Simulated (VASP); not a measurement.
A run of VASP 6.6.1:

Contents of INCAR:

```
SYSTEM = Zr2O
  PREC = Accurate
  ENCUT = 520
  EDIFF = 1E-6
  ISMEAR = 0
  SIGMA = 0.15
  LREAL = .FALSE.
  LASPH = .TRUE.
  NELM = 100
  ALGO = Normal
  ISIF = 2
  LWAVE = .FALSE.
  LCHARG = .TRUE.
  GGA = PS
  LELF = .TRUE.
  LVHAR = .TRUE.
  NBANDS = 39
```

File KPOINTS:

```
regular mesh
0
G
  10 10 10
  0 0 0
```

Contents of POSCAR:

```
Zr2O
1.0
    4.8002881848      0.0000000000      0.0000000000
    0.0000000000      4.8002881848      0.0000000000
    0.0000000000      0.0000000000      4.8002881848
Zr O
4 2
Direct
    0.2647305069      0.2352694931      0.7500000000
    0.7352694931      0.2352694931      0.2500000000
    0.2647305069      0.7647305069      0.2500000000
    0.7352694931      0.7647305069      0.7500000000
    0.0000000000      0.0000000000      0.0000000000
    0.5000000000      0.5000000000      0.5000000000
```

Potentials or basis: VASP PAW PBE potentials, release 64 (Zr_sv, O).

Launch:

```bash
$ cat potpaw_PBE.64/Zr_sv/POTCAR potpaw_PBE.64/O/POTCAR > POTCAR
$ mpirun -np 1 vasp_std > vasp.out
```

Hardware: 1 thread of Intel(R) Xeon(R) Platinum 8259CL CPU @ 2.50GHz (Skylake/Cascade Lake), on a shared host.

**Question.** How long does it take, and how much memory?

**Answer.** It took 5.3 min on 1 thread of Intel(R) Xeon(R) Platinum 8259CL CPU @ 2.50GHz (Skylake/Cascade Lake), with other jobs on the host, peak memory 0.49 GiB. Counts: scf iterations 13, k points 126.
